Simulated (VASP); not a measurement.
Crystal: Al3Cu2.

```
CELL_PARAMETERS angstrom
4.14265 0.00000 0.00000
-2.07133 3.58764 0.00000
0.00000 0.00000 5.04027
ATOMIC_POSITIONS crystal
Al 0.00000 0.00000 0.00000
Al 0.33333 0.66667 0.35119
Al 0.66667 0.33333 0.64881
Cu 0.33333 0.66667 0.84018
Cu 0.66667 0.33333 0.15982
```

```yaml
Program: VASP 6.6.1
Task: relaxation of cell and atoms
Functional: PBEsol
Potentials_or_basis: VASP PAW PBE potentials, release 64 (Al, Cu)
Cutoff: 600 eV
k_mesh: 12 × 12 × 8
Occupations: gaussian, width 0.1 eV
Spin: no spin polarisation
```

At the start: pressure -3.2 GPa; volume 14.98 Å³/atom.

Problem. How do energy, volume and symmetry change on relaxing?

Solution. Over 27 steps the energy falls by 4.6 meV/atom and the volume is 14.54 Å³/atom (-3.0 %); space group P-3m1 (No. 164, to 0.05 Å).

Step by step:
```tsv
step	energy change (eV)	largest force (eV/Å)	pressure (GPa)	volume (Å³)
1	0.0000	0.0599	-3.17	74.91
2	-0.0181	0.0466	1.54	71.74
3	-0.0224	0.0510	-0.03	72.70
4	-0.0224	0.0500	0.11	72.65
5	-0.0226	0.0309	0.05	72.65
6	-0.0227	0.0285	0.08	72.65
7	-0.0228	0.0154	-0.05	72.75
8	-0.0228	0.0118	-0.15	72.77
9	-0.0228	0.0139	-0.17	72.76
10	-0.0228	0.0147	-0.12	72.75
11	-0.0228	0.0058	-0.04	72.69
12	-0.0228	0.0056	0.23	72.69
13	-0.0227	0.0025	-0.26	72.84
14	-0.0228	0.0045	-0.08	72.73
15	-0.0228	0.0053	-0.09	72.72
16	-0.0228	0.0055	-0.11	72.71
17	-0.0228	0.0056	-0.06	72.70
18	-0.0228	0.0055	-0.04	72.70
19	-0.0228	0.0058	0.19	72.69
20	-0.0228	0.0051	-0.17	72.70
21	-0.0228	0.0057	0.05	72.69
22	-0.0228	0.0055	-0.02	72.69
23	-0.0228	0.0055	-0.01	72.69
24	-0.0228	0.0055	-0.01	72.69
25	-0.0228	0.0035	-0.08	72.69
26	-0.0228	0.0016	-0.10	72.70
27	-0.0228	0.0033	0.00	72.70
```

Final structure:
```
Al Cu
1.0
     4.10266    0.00000    0.00000
    -2.05133    3.55301    0.00000
     0.00000    0.00000    4.98706
Al Cu
3 2
Direct
  0.00000 0.00000 0.00000
  0.33333 0.66667 0.35145
  0.66667 0.33333 0.64855
  0.33333 0.66667 0.84220
  0.66667 0.33333 0.15780
```

Caveat: the PAW data sets were made with another functional, which shifts forces and pressure a little.
